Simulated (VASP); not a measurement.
Ti, 1 atom in the cell. Symmetry: Im-3m, No. 229, cubic system. Conventional cell: a = 3.232 Å, b = 3.232 Å, c = 3.232 Å, α = 90.00°, β = 90.00°, γ = 90.00°. Ti (site symmetry m-3m) has 14 Ti at 2.80 to 3.23 Å within 3.7 Å. 

- Program: VASP 6.6.1
- Task: single point
- Functional: PBEsol
- Potentials or basis: VASP PAW PBE potentials, release 64 (Ti_sv)
- Cutoff: 520 eV
- k mesh: 18 × 18 × 18
- Occupations: methfessel-paxton, width 0.05 eV
- Spin: no spin polarisation
- Dipole correction: no
- Further INCAR settings: ALGO = Normal; EDIFF = 1e-06; NBANDS = 12

Potentials or basis: VASP PAW PBE potentials, release 64 (Ti_sv).

Run with:

```bash
$ cat potpaw_PBE.64/Ti_sv/POTCAR > POTCAR
$ mpirun -np 1 vasp_std > vasp.out
```

Hardware: 1 thread of AMD EPYC 7R13 (shared host).

Estimate the wall time of this run.

Run time: 79 s on 1 thread of AMD EPYC 7R13 (shared host), peak memory 0.13 GiB. Counts: scf iterations 12, k points 195.
